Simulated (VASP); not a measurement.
## LiSi16 (a cell with a defect): single point with PBEsol

LiSi16 (a cell with a defect):

```xyz
17
Lattice="0.0000 5.4300 5.4300 5.4300 0.0000 5.4300 5.4300 5.4300 0.0000" Properties=species:S:1:pos:R:3 pbc="T T T"
Si    0.1090   -0.1090   -0.1092
Si    1.2987    1.2908    1.2906
Si    2.6653    2.7647   -0.0565
Si    4.1392    4.1314    1.2906
Si    2.6653   -0.0563    2.7645
Si    4.1392    1.2908    4.1312
Si    5.4863    2.7647    2.7645
Si    6.6804    4.1796    4.1794
Si   -0.0098    2.6770    2.6768
Si    1.4531    3.9770    3.9768
Si    2.7531    5.4398    2.6768
Si    4.0388    6.8213    4.0661
Si    2.7530    2.6770    5.4397
Si    4.0388    4.0663    6.8211
Si    5.3313    5.5287    5.5285
Si    6.7938    6.8213    6.8211
Li    3.1424    7.7175    7.7173
```

```yaml
Program: VASP 6.6.1
Task: single point
Functional: PBEsol
Potentials_or_basis: VASP PAW PBE potentials, release 64 (Si, Li_sv)
Cutoff: 520 eV
k_mesh: 2 × 2 × 2
Occupations: gaussian, width 0.05 eV
Spin: no spin polarisation
```

| Property | Result |
| --- | --- |
| Largest force | 0.704 eV/Å |

Forces in eV/Å, atoms in the order of the input:
```
Si   0.036 -0.037 -0.037
Si   0.035 -0.033 -0.033
Si   0.038 -0.038  0.003
Si   0.033 -0.035 -0.033
Si   0.038  0.003 -0.038
Si   0.033 -0.033 -0.035
Si  -0.003 -0.038 -0.038
Si   0.027 -0.027 -0.027
Si   0.013 -0.029 -0.029
Si  -0.010  0.010  0.010
Si   0.029 -0.013 -0.029
Si   0.026 -0.026 -0.024
Si   0.029 -0.029 -0.013
Si   0.026 -0.024 -0.026
Si   0.034 -0.034 -0.034
Si   0.024 -0.026 -0.026
Li  -0.406  0.406  0.406
```

Levels at points of the mesh, in eV from the Fermi level:
```csv
k point,band 30,band 31,band 32,band 33,band 34,band 35,band 36,band 37
"(0.00, 0.00, 0.00)",-1.21,-0.21,-0.14,-0.14,0.13,0.36,0.36,0.46
"(0.50, 0.00, 0.00)",-0.95,-0.95,-0.88,-0.87,1.00,1.00,1.01,1.45
"(0.00, 0.50, 0.00)",-0.99,-0.97,-0.93,-0.88,0.87,1.03,1.22,1.22
"(0.50, 0.50, 0.50)",-0.99,-0.97,-0.93,-0.88,0.87,1.03,1.22,1.22
"(0.50, 0.50, 0.00)",-1.57,-1.55,-1.47,-1.42,0.75,0.89,1.93,2.04
"(0.00, 0.50, 0.50)",-1.57,-1.55,-1.47,-1.42,0.75,0.89,1.93,2.04
```

Run time: 6.5 min on 1 thread of AMD EPYC 7R13, on a shared host, peak memory 0.47 GiB.

Caveat: the k points lie up to 0.50 Å⁻¹ apart; the cell carries a net charge on a neutralising background, which shifts energy and pressure; the cell is charged against a uniform background, so pressure and absolute levels hang on convention; the PAW data sets were made with another functional, which shifts forces and pressure a little.
